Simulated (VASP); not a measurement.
Here is a VASP 6.6.1 calculation.

The input INCAR:

```
SYSTEM = Zr
PREC     = Accurate       ! precision mode
ENCUT    = 500            ! plane-wave cutoff, eV
EDIFF    = 1E-6           ! SCF threshold, eV
ISMEAR   = 0              ! smearing method
SIGMA    = 0.1            ! smearing width, eV
LREAL    = .False.        ! projectors in reciprocal space
LASPH    = .True.         ! aspherical terms in the spheres
NELM     = 120            ! most SCF steps
ALGO     = Normal         ! electronic algorithm
ISIF     = 2              ! what is computed and relaxed
LWAVE    = .False.        ! write WAVECAR
LCHARG   = .False.        ! write CHGCAR
GGA      = PE             ! functional
NBANDS   = 19             ! bands
GGA_COMPAT= .False.
```

Contents of KPOINTS:

```
regular mesh
0
Gamma
  6 6 4
  0 0 0
```

POSCAR

```
Zr
1.0
    3.1529837101      0.0000000000      0.0000000000
   -1.5764918550      2.7305639906      0.0000000000
    0.0000000000      0.0000000000      5.0084380954
Zr
2
Direct
    0.3333333333      0.6666666667      0.2500000000
    0.6666666667      0.3333333333      0.7500000000
```

Potentials or basis: VASP PAW PBE potentials, release 64 (Zr_sv).

Command:

```sh
$ cat potpaw_PBE.64/Zr_sv/POTCAR > POTCAR
$ mpirun -np 1 vasp_std > vasp.out
```

**Question.** Estimate the pressure.

**Answer.** 8.5 GPa.

**Question.** Predict the band gap on the k mesh.

**Answer.** Zero (band 12 reaches 10.74 eV, above the bottom of band 13 at 9.93 eV).

Stress tensor (GPa, compression positive):
```
8.07 0.00 0.00
0.00 8.07 0.00
0.00 0.00 9.22
```

Caveat: the k points lie up to 0.38 Å⁻¹ apart; the cell differs from its parent crystal (Ti replaced by Zr, lengths x 1.056, strained).
